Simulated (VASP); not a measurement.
# TiSi2 in VASP: single point with PBE+D3(BJ)

Aim: the single point of TiSi2 with PBE+D3(BJ).

All numbers are computed with VASP 6.6.1; they aren't measurements. Logs are shortened: lines on timing, memory, paths and dates and some standing lists are left out, and cuts for length are marked.

## 1. The cell of the first run

The cell holds a slab with vacuum, 9 atoms: a = 4.704 Å, b = 4.704 Å, c = 21.231 Å, α = 90.00°, β = 90.00°, γ = 119.56°.

## 2. Single point, PBE+D3(BJ)

Contents of INCAR:

```
SYSTEM = TiSi2
  ALGO = Normal
  DIPOL = 0.5 0.5 0.502
  EDIFF = 1E-7
  ENCUT = 520
  GGA = PE
  IDIPOL = 3
  ISIF = 2
  ISMEAR = 0
  IVDW = 12
  LASPH = .TRUE.
  LCHARG = .FALSE.
  LDIPOL = .TRUE.
  LREAL = .FALSE.
  LWAVE = .FALSE.
  NBANDS = 40
  NELM = 80
  PREC = Accurate
  SIGMA = 0.1
```

Contents of KPOINTS:

```
k-points
0
G
  7 7 1
  0 0 0
```

Contents of POSCAR:

```
TiSi2
1.0
    4.7035829156      0.0000000000      0.0000000000
   -2.3206826706      4.0912252671      0.0000000000
    0.0000000000      0.0000000000     21.2307305598
Ti Si
3 6
Direct
    0.0000000000      0.0000000000      0.4003630481
    0.0000000000      0.5000000000      0.5026441457
    0.5000000000      0.5000000000      0.6043620116
    0.3365450031      0.6634549969      0.4003630481
    0.6634549969      0.3365450031      0.4003630481
    0.6601471688      0.8387746225      0.5021185297
    0.3398528312      0.1612253775      0.5021185297
    0.8337166553      0.1574881906      0.6038355707
    0.1662833447      0.8425118094      0.6038355707
```

Potentials or basis: VASP PAW PBE potentials, release 64 (Ti_sv, Si).

On the command line:

```console
cat potpaw_PBE.64/Ti_sv/POTCAR potpaw_PBE.64/Si/POTCAR > POTCAR
mpirun -np 1 vasp_std > vasp.out
```

OUTCAR:

```text
SYSTEM = TiSi2
   EDIFF = 1E-7
   ENCUT = 520
   GGA = PE
   ISIF = 2
   ISMEAR = 0
   IVDW = 12
   LASPH = .TRUE.
   LREAL = .FALSE.
   NELM = 80
   PREC = Accurate
 IVDW          = 12

 ion  position               nearest neighbor table
   1  0.000  0.000  0.400-   6 2.57   7 2.57   4 2.71   5 2.71   5 2.71   4 2.71   4 2.74   5 2.74

   2  0.000  0.500  0.503-   8 2.57   9 2.57   4 2.57   5 2.57   6 2.70   7 2.70   6 2.71   7 2.71
                             6 2.76   7 2.76
   3  0.500  0.500  0.604-   6 2.58   7 2.58   8 2.69   9 2.69   9 2.73   8 2.73   8 2.75   9 2.75

   4  0.337  0.663  0.400-   6 2.53   2 2.57   5 2.66   1 2.71   1 2.71   1 2.74   5 2.75   5 2.75

   5  0.663  0.337  0.400-   7 2.53   2 2.57   4 2.66   1 2.71   1 2.71   1 2.74   4 2.75   4 2.75

   6  0.660  0.839  0.502-   8 2.52   4 2.53   1 2.57   3 2.58   7 2.61   2 2.70   2 2.71   2 2.76
                             7 2.77   7 2.78
   7  0.340  0.161  0.502-   9 2.52   5 2.53   1 2.57   3 2.58   6 2.61   2 2.70   2 2.71   2 2.76
                             6 2.77   6 2.78
   8  0.834  0.157  0.604-   6 2.52   2 2.57   9 2.63   3 2.69   3 2.73   9 2.73   3 2.75   9 2.80

   9  0.166  0.843  0.604-   7 2.52   2 2.57   8 2.63   3 2.69   3 2.73   8 2.73   3 2.75   8 2.80

  LATTYP: Found a base centered orthorhombic cell.
 ALAT       =     4.7345895032
 B/A-ratio  =     1.7169100031
 C/A-ratio  =     4.4841755648

  Lattice vectors:

 A1 = (   4.7035829156,   0.0000000000,   0.0000000000)
 A2 = (  -2.3206826706,   4.0912252671,   0.0000000000)
 A3 = (   0.0000000000,   0.0000000000,  21.2307305598)

Analysis of symmetry for initial positions (statically):
=====================================================================
 Subroutine PRICEL returns:
 Original cell was already a primitive cell.

 Routine SETGRP: Setting up the symmetry group for a
 base centered orthorhombic supercell.

 Subroutine GETGRP returns: Found  2 space group operations
 (whereof  2 operations were pure point group operations)
 out of a pool of  8 trial point group operations.

The static configuration has the point symmetry C_2 .

Analysis of symmetry for dynamics (positions and initial velocities):
=====================================================================
 Subroutine PRICEL returns:
 Original cell was already a primitive cell.

 Routine SETGRP: Setting up the symmetry group for a
 base centered orthorhombic supercell.

 Subroutine GETGRP returns: Found  2 space group operations
 (whereof  2 operations were pure point group operations)
 out of a pool of  8 trial point group operations.

The dynamic configuration has the point symmetry C_2 .

 Subroutine INISYM returns: Found  2 space group operations
 (whereof  2 operations are pure point group operations),
 and found     1 'primitive' translations

----------------------------------------------------------------------------------------

                                     Primitive cell

  volume of cell :     408.5518

  direct lattice vectors                    reciprocal lattice vectors
     4.703582916  0.000000000  0.000000000     0.212603885  0.120596183  0.000000000
    -2.320682671  4.091225267  0.000000000     0.000000000  0.244425553  0.000000000
     0.000000000  0.000000000 21.230730560     0.000000000  0.000000000  0.047101535

  length of vectors
     4.703582916  4.703582916 21.230730560     0.244425553  0.244425553  0.047101535

  position of ions in fractional coordinates (direct lattice)
     0.000000000  0.000000000  0.400363048
     0.000000000  0.500000000  0.502644146
     0.500000000  0.500000000  0.604362012
     0.336545003  0.663454997  0.400363048
     0.663454997  0.336545003  0.400363048
     0.660147169  0.838774622  0.502118530
     0.339852831  0.161225378  0.502118530
     0.833716655  0.157488191  0.603835571
     0.166283345  0.842511809  0.603835571

  ion indices of the primitive-cell ions
   primitive index   ion index
                 1           1
                 2           2
                 3           3
                 4           4
                 5           5
                 6           6
                 7           7
                 8           8
                 9           9

----------------------------------------------------------------------------------------

 KPOINTS: k-points

Automatic generation of k-mesh.
 Grid dimensions read from file:
 generate k-points for:    7    7    1

 Generating k-lattice:

  Cartesian coordinates                     Fractional coordinates (reciprocal lattice)
     0.030371984  0.017228026  0.000000000     0.142857143 -0.000000000  0.000000000
     0.000000000  0.034917936  0.000000000     0.000000000  0.142857143  0.000000000
     0.000000000  0.000000000  0.047101535     0.000000000  0.000000000  1.000000000

  Length of vectors
     0.034917936  0.034917936  0.047101535

  Shift w.r.t. Gamma in fractional coordinates (k-lattice)
     0.000000000  0.000000000  0.000000000

 Subroutine IBZKPT returns following result:
 ===========================================

 Found     25 irreducible k-points:

 Following reciprocal coordinates:
            Coordinates               Weight
  0.000000  0.000000  0.000000      1.000000
  0.142857  0.000000  0.000000      2.000000
  0.000000  0.142857  0.000000      2.000000
  0.285714  0.000000  0.000000      2.000000
  0.000000  0.285714  0.000000      2.000000
  0.428571  0.000000  0.000000      2.000000
[... 16 lines left out ...]
 -0.285714  0.285714  0.000000      2.000000
  0.428571  0.428571  0.000000      2.000000
   k-points           NKPTS =     25   k-points in BZ     NKDIM =     25   number of bands    NBANDS=     40
   number of dos      NEDOS =    301   number of ions     NIONS =      9
   total plane-waves  NPLWV = 207360
   dimension x,y,z NGX =    36 NGY =   36 NGZ =  160
   dimension x,y,z NGXF=    72 NGYF=   72 NGZF=  320
   ions per type =               3   6
   NGX,Y,Z   is equivalent  to a cutoff of  12.72, 12.72, 12.53 a.u.
   NGXF,Y,Z  is equivalent  to a cutoff of  25.45, 25.45, 25.06 a.u.
 SYSTEM =  TiSi2
   PREC   = accura    normal or accurate (medium, high low for compatibility)
   ISTART =      0    job   : 0-new  1-cont  2-samecut
   ICHARG =      2    charge: 1-file 2-atom 10-const
   ISPIN  =      1    spin polarized calculation?
   LNONCOLLINEAR =      F non collinear calculations
   LSORBIT =      F    spin-orbit coupling
   LASPH  =      T    aspherical Exc in radial PAW
   ENCUT  =  520.0 eV  38.22 Ry    6.18 a.u.   8.75  8.75 39.48*2*pi/ulx,y,z
   NELM   =     80;   NELMIN=  2; NELMDL= -5     # of ELM steps
   EDIFF  = 0.1E-06   stopping-criterion for ELM
   LREAL  =      F    real-space projection
   EDIFFG = 0.1E-05   stopping-criterion for IOM
   NSW    =      0    number of steps for IOM
   IBRION =     -1    ionic relax: 0-MD 1-quasi-New 2-CG
   NFREE  =      0    steps in history (QN), initial steepest desc. (CG)
   ISIF   =      2    stress and relaxation
   ISYM   =      2    0-nonsym 1-usesym 2-fastsym
   POTIM  = 0.5000    time-step for ionic-motion
   TEBEG  =    0.0;   TEEND  =   0.0 temperature during run
   PSTRESS=    0.0 pullay stress
   NELECT =      60.0000    total number of electrons
   NUPDOWN=      -1.0000    fix difference up-down
   EMIN   =  10.00;   EMAX   =-10.00  energy-range for DOS
   EFERMI =   0.00;   METHOD = LEGACY
   ISMEAR =     0;   SIGMA  =   0.10  broadening in eV -4-tet -1-fermi 0-gaus
   EFERMI_NEDOS =   21; number of points for ismear=-14 and -15
   IALGO  =     38    algorithm
   IMIX   =      4    mixing-type and parameters
     AMIX     =   0.40;   BMIX     =  1.00
     AMIX_MAG =   1.60;   BMIX_MAG =  1.00
  volume/ion in A,a.u.               =      45.39       306.34
  Fermi-wavevector in a.u.,A,eV,Ry     =   0.863726  1.632206 10.150264  0.746023
  Thomas-Fermi vector in A             =   1.981719
   LORBIT       =      0    0 simple, 1 ext, 2 COOP (PROOUT), +10 PAW based schemes
   GGA     = PE    functional components
   LHFCALC =     F    Hartree Fock is set to
   AEXX    =    0.0000 exact exchange contribution
   IVDW    =    12    specifies the selected vdW correction
   LEPSILON=     F    determine dielectric tensor
   LRPA    =     F    only Hartree local field effects (RPA)
 non-spin polarized calculation
 Gauss-broadening in eV      SIGMA  =   0.10
  energy-cutoff  :      520.00
  volume of cell :      408.55
 maximum number of plane-waves:     11017
   NGX = 17   NGY = 17   NGZ = 79

 dipolmoment           0.000000      0.000000      0.000053 electrons x Angstroem

 number of electron      60.0000010 magnetization

 dipolmoment           0.000000      0.000000     -0.004985 electrons x Angstroem

 Free energy of the ion-electron system (eV)
  ---------------------------------------------------
  ext. energy  EPLUGINS =         0.00000000
  ---------------------------------------------------
  free energy    TOTEN  =       -56.53260280 eV

  energy without entropy =      -56.50017270  energy(sigma->0) =      -56.51638775

 E-fermi :   0.7202     XC(G=0):  -4.5350

 val. band max:        0.7046613785   @ k =   0.4286   0.1429   0.0000
 cond. band min:       0.7248834652   @ k =   0.0000   0.1429   0.0000
 fundamental gap:      0.0202220867
 Fermi energy:         0.7201671718

 k-point     1 :       0.0000    0.0000    0.0000
  band No.  band energies     occupation
      1     -56.2243      2.00000
      2     -56.2180      2.00000
      3     -55.7574      2.00000
      4     -32.6813      2.00000
      5     -32.6758      2.00000
      6     -32.4713      2.00000
[... 32 lines left out ...]
     39       3.7844      0.00000
     40       3.9136      0.00000

 k-point     2 :       0.1429    0.0000    0.0000
  band No.  band energies     occupation
      1     -56.2243      2.00000
      2     -56.2180      2.00000
      3     -55.7573      2.00000
      4     -32.6816      2.00000
      5     -32.6757      2.00000
      6     -32.4717      2.00000
[... 32 lines left out ...]
     39       3.4313      0.00000
     40       3.6218      0.00000

 k-point     3 :       0.0000    0.1429    0.0000
  band No.  band energies     occupation
      1     -56.2243      2.00000
      2     -56.2180      2.00000
      3     -55.7573      2.00000
      4     -32.6812      2.00000
      5     -32.6761      2.00000
      6     -32.4722      2.00000
[... 32 lines left out ...]
     39       3.4178      0.00000
     40       3.6286      0.00000

 k-point     4 :       0.2857    0.0000    0.0000
  band No.  band energies     occupation
      1     -56.2242      2.00000
      2     -56.2179      2.00000
      3     -55.7573      2.00000
      4     -32.6822      2.00000
      5     -32.6756      2.00000
      6     -32.4727      2.00000
[... 32 lines left out ...]
     39       3.0921      0.00000
     40       3.1939      0.00000
[... 772 lines left out ...]
     39       3.1613      0.00000
     40       3.3689      0.00000

 k-point    23 :      -0.2857    0.2857    0.0000
  band No.  band energies     occupation
      1     -56.2242      2.00000
      2     -56.2179      2.00000
      3     -55.7574      2.00000
      4     -32.6825      2.00000
      5     -32.6764      2.00000
      6     -32.4723      2.00000
[... 32 lines left out ...]
     39       3.1965      0.00000
     40       3.2546      0.00000

 k-point    24 :       0.4286    0.4286    0.0000
  band No.  band energies     occupation
      1     -56.2241      2.00000
      2     -56.2178      2.00000
      3     -55.7574      2.00000
      4     -32.6836      2.00000
      5     -32.6761      2.00000
      6     -32.4734      2.00000
[... 32 lines left out ...]
     39       3.2943      0.00000
     40       3.5870      0.00000

 [... further k-points ...]

------------------------ aborting loop because EDIFF is reached ----------------------------------------

 vacuum level on the upper side and lower side of the slab       (xc-potential included)        -0.089        -0.051

 Edisp (eV)   -3.22454

 E8    (eV) :    -1.4719

  FORCE on cell =-STRESS in cart. coord.  units (eV):
  Direction    XX          YY          ZZ          XY          YZ          ZX
  --------------------------------------------------------------------------------------
  -------------------------------------------------------------------------------------
  Total      -9.13464    -8.72795    -0.12713    -0.09375     0.00000     0.00000
  in kB     -35.82243   -34.22754    -0.49854    -0.36767     0.00000     0.00000
  external pressure =      -23.52 kB  Pullay stress =        0.00 kB

 VOLUME and BASIS-vectors are now :
 -----------------------------------------------------------------------------
  energy-cutoff  :      520.00
  volume of cell :      408.55
      direct lattice vectors                 reciprocal lattice vectors
     4.703582916  0.000000000  0.000000000     0.212603885  0.120596183  0.000000000
    -2.320682671  4.091225267  0.000000000     0.000000000  0.244425553  0.000000000
     0.000000000  0.000000000 21.230730560     0.000000000  0.000000000  0.047101535

 POSITION                                       TOTAL-FORCE (eV/Angst)
 -----------------------------------------------------------------------------------
      0.00000      0.00000      8.50000         0.000000      0.000000     -0.065960
     -1.16034      2.04561     10.67150         0.000000      0.000000      0.008093
      1.19145      2.04561     12.83105         0.000000      0.000000     -0.000055
      0.04330      2.71434      8.50000         0.051511      0.002983      0.041264
      2.33960      1.37688      8.50000        -0.051511     -0.002983      0.041264
      1.15853      3.43162     10.66034        -0.001291      0.001156     -0.003587
      1.22437      0.65961     10.66034         0.001291     -0.001156     -0.003587
      3.55598      0.64432     12.81987         0.006056     -0.015834     -0.008716
     -1.17308      3.44691     12.81987        -0.006056      0.015834     -0.008716
 -----------------------------------------------------------------------------------
    total drift:                                0.000000      0.000000      0.000227

  FREE ENERGIE OF THE ION-ELECTRON SYSTEM (eV)
  ---------------------------------------------------
  free  energy   TOTEN  =       -59.7571425099 eV

  energy  without entropy=      -59.7247124108  energy(sigma->0) =      -59.74092746

 vacuum level on the upper side and lower side of the slab         4.414         4.455
```

Run time: 23 min. Hardware: 1 thread of Intel Xeon 8259CL, shared host; peak memory 0.65 GiB.

What came out:

| Property | Result |
| --- | --- |
| Free energy | -59.7571 eV |
| Largest force | 0.066 eV/Å |
| Band gap on the k mesh | zero (bands 30 and 31 overlap by 0.56 eV) |
| Dispersion energy per atom | -0.358 eV |

Forces in eV/Å, atoms in the order of the input:
```
Ti   0.000  0.000 -0.066
Ti   0.000  0.000  0.008
Ti   0.000  0.000  0.000
Si   0.052  0.003  0.041
Si  -0.052 -0.003  0.041
Si  -0.001  0.001 -0.004
Si   0.001 -0.001 -0.004
Si   0.006 -0.016 -0.009
Si  -0.006  0.016 -0.009
```

Levels at points of the mesh, in eV from the Fermi level:
| k point | band 27 | band 28 | band 29 | band 30 | band 31 | band 32 | band 33 | band 34 |
| --- | --- | --- | --- | --- | --- | --- | --- | --- |
| (0.00, 0.00, 0.00) | -1.38 | -1.34 | -1.23 | 0.21 | 0.25 | 0.38 | 0.55 | 0.59 |

The gap in the log of VASP goes by the Fermi energy; the results here count the filled bands.